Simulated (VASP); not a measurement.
Set up this calculation in VASP 6.6.1, as the native input.

* Task: electric field gradients
* Functional: LDA
* Potentials or basis: VASP PAW LDA potentials, release 64 (Sb)
* Cutoff: 520 eV
* k mesh: 12 × 12 × 7
* Occupations: fermi-dirac, width 0.03 eV
* Spin: no spin polarisation
* Dipole correction: no
* Further INCAR settings: ALGO = Normal; EDIFF = 1e-08; NBANDS = 12

The structure of Sb lies in POSCAR:

```
Sb
1.0
    3.3002257761      0.0000000000      0.0000000000
   -1.6501128881      2.8580793603      0.0000000000
    0.0000000000      0.0000000000      5.2211939594
Sb
2
Direct
    0.3333333333      0.6666666667      0.2500000000
    0.6666666667      0.3333333333      0.7500000000
```

This cell differs from its parent crystal: volume scaled by 0.94.

The input as run:

INCAR

```
ALGO = Normal
EDIFF = 1E-8
ENCUT = 520
ISIF = 2
ISMEAR = -1
LASPH = T
LCHARG = F
LEFG = T
LREAL = F
LWAVE = F
NBANDS = 12
NELM = 80
PREC = Accurate
SIGMA = 0.03
```

KPOINTS

```
k-points
0
Gamma
  12 12 7
```

Potentials or basis: VASP PAW LDA potentials, release 64 (Sb).

Launch:

```console
$ cat potpaw_LDA.64/Sb/POTCAR > POTCAR
$ mpirun -np 1 vasp_std > vasp.out
```

Results of the run:

```json
{
 "Pressure": "3.5 GPa",
 "Band gap on the k mesh": "zero (band 5 reaches 13.93 eV, above the bottom of band 6 at 6.48 eV)"
}
```

Caveat: without QUAD_EFG the Cq values of the log hold for a quadrupole moment of 1 mb, not for the nuclei; spin-orbit coupling is left out, which moves the levels of the heavy elements.

It took 27 s on 1 thread of Intel Xeon 6975P-C (shared host), peak memory 0.18 GiB.
